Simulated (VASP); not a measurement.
Input of a VASP 6.6.1 run:

Contents of INCAR:

```
ALGO     = Normal         # electronic algorithm
EDIFF    = 1E-7           # SCF threshold, eV
ENCUT    = 520            # plane-wave cutoff, eV
GGA      = PE             # functional
ISIF     = 2              # what is computed and relaxed
ISMEAR   = 0              # smearing method
LASPH    = True           # aspherical terms in the spheres
LCHARG   = False          # write CHGCAR
LREAL    = False          # projectors in reciprocal space
LWAVE    = False          # write WAVECAR
NBANDS   = 15             # bands
NELM     = 80             # most SCF steps
PREC     = Accurate       # precision mode
SIGMA    = 0.011          # smearing width, eV
```

KPOINTS

```
k-points
0
Gamma
  11 11 11
```

The input POSCAR:

```
TiC
1.0
    0.0000000000      2.1657188437      2.1657188437
    2.1657188437      0.0000000000      2.1657188437
    2.1657188437      2.1657188437      0.0000000000
Ti C
1 1
Direct
    0.0000000000      0.0000000000      0.0000000000
    0.5000000000      0.5000000000      0.5000000000
```

Potentials or basis: VASP PAW PBE potentials, release 64 (Ti_sv, C).

Run with:

```sh
$ cat potpaw_PBE.64/Ti_sv/POTCAR potpaw_PBE.64/C/POTCAR > POTCAR
$ mpirun -np 1 vasp_std > vasp.out
```

Estimate the pressure.

0.5 GPa.

What does it give for the band gap on the k mesh?

Zero (bands 8 and 9 overlap by 1.10 eV).
